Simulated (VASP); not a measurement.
# TiO2: single point with PBE+U

Crystal: TiO2.

```
CELL_PARAMETERS angstrom
2.69964 -2.69972 -0.01974
2.69964 2.69972 -0.01974
-2.66230 0.00000 4.90743
ATOMIC_POSITIONS crystal
Ti 0.12507 0.87493 0.25000
Ti 0.87493 0.12507 0.75000
O 0.33024 0.08041 0.66058
O 0.66976 0.91959 0.33942
O 0.91959 0.66976 0.83942
O 0.08041 0.33024 0.16058
```

```json
{
 "Program": "VASP 6.6.1",
 "Task": "single point",
 "Functional": "PBE",
 "Potentials or basis": "VASP PAW PBE potentials, release 64 (Ti_sv, O)",
 "Cutoff": "520 eV",
 "k mesh": "6 × 6 × 6",
 "Occupations": "gaussian, width 0.02 eV",
 "Spin": "no spin polarisation",
 "Hubbard terms": "Ti d U = 4.0 eV",
 "Dipole correction": "no",
 "Further INCAR settings": "ALGO = Normal; EDIFF = 1e-06; NBANDS = 33"
}
```

```yaml
Pressure: 4.2 GPa
Largest_force: 0.150 eV/Å
Band_gap_on_the_k_mesh: 2.72 eV (least direct gap 2.97 eV)
```

Forces on the atoms (eV/Å):
```
Ti   0.000  0.000  0.000
Ti   0.000  0.000  0.000
O    0.001  0.000  0.150
O   -0.001  0.000 -0.150
O   -0.001  0.000 -0.150
O    0.001  0.000  0.150
```

Stress tensor (GPa, compression positive):
```
 4.50  0.00 -0.02
 0.00  4.50  0.00
-0.02  0.00  3.61
```

Levels at points of the mesh, in eV from the valence-band top:
| k point | band 21 | band 22 | band 23 | band 24 | band 25 | band 26 | band 27 | band 28 |
| --- | --- | --- | --- | --- | --- | --- | --- | --- |
| (0.00, 0.00, 0.00) | -0.71 | -0.71 | -0.33 | -0.33 | 2.72 | 3.40 | 4.45 | 4.45 |
| (0.50, 0.00, 0.00) | -1.67 | -0.82 | -0.78 | -0.62 | 3.74 | 3.91 | 4.02 | 4.05 |
| (0.50, 0.50, 0.00) | -1.85 | -1.84 | 0.00 | 0.00 | 3.74 | 3.75 | 4.16 | 4.16 |
| (0.00, 0.00, 0.50) | -1.17 | -1.17 | -0.04 | -0.04 | 3.05 | 3.05 | 4.27 | 4.27 |
| (0.50, 0.00, 0.50) | -1.67 | -0.82 | -0.77 | -0.62 | 3.74 | 3.91 | 4.02 | 4.04 |
| (0.50, 0.50, 0.50) | -1.85 | -1.85 | 0.00 | 0.00 | 3.74 | 3.74 | 4.16 | 4.16 |

Eigenvalues of the final occupation matrices:
| site | spin | trace | eigenvalues |
| --- | --- | --- | --- |
| site 1 d | 1 | 0.79 | 0.10 0.10 0.10 0.24 0.25 |
| site 1 d | 2 | 0.79 | 0.10 0.10 0.10 0.24 0.25 |
| site 2 d | 1 | 0.79 | 0.10 0.10 0.10 0.24 0.25 |
| site 2 d | 2 | 0.79 | 0.10 0.10 0.10 0.24 0.25 |

Wall time 96 s on 1 thread of Oxide Virtual Turin-like Processor (shared host), peak memory 0.22 GiB.

Caveat: the cell stands under pressure. A k mesh can miss the band edges.
